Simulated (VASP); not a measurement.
A run of VASP 6.6.1 is set up as follows.

File INCAR:

```
PREC     = Accurate       # precision mode
ENCUT    = 520            # plane-wave cutoff, eV
EDIFF    = 1E-7           # SCF threshold, eV
ISMEAR   = 0              # smearing method
SIGMA    = 0.1            # smearing width, eV
LREAL    = F              # projectors in reciprocal space
LASPH    = T              # aspherical terms in the spheres
NELM     = 100            # most SCF steps
ALGO     = Normal         # electronic algorithm
ISIF     = 2              # what is computed and relaxed
LWAVE    = F              # write WAVECAR
LCHARG   = F              # write CHGCAR
NBANDS   = 12             # bands
```

File KPOINTS:

```
Automatic mesh
0
Gamma
  12 12 12
```

POSCAR

```
Sb
1.0
    2.1471153976      1.2396376528      3.6534606304
   -2.1471153976      1.2396376528      3.6534606304
    0.0000000000     -2.4792753056      3.6534606304
Sb
2
Direct
    0.2359094825      0.2359094825      0.2359094825
    0.7640905175      0.7640905175      0.7640905175
```

Potentials or basis: VASP PAW LDA potentials, release 64 (Sb).

Command:

```bash
$ cat potpaw_LDA.64/Sb/POTCAR > POTCAR
$ mpirun -np 1 vasp_std > vasp.out
```

Predict the band gap on the k mesh.

zero (bands 5 and 6 overlap by 0.27 eV).

What does it give for the pressure?

0.3 GPa.

Predict the largest force.

0.064 eV/Å.

Stress tensor (GPa, compression positive):
```
0.33 0.00 0.00
0.00 0.33 0.00
0.00 0.00 0.24
```

Caveat: spin-orbit coupling is left out, which moves the levels of the heavy elements.
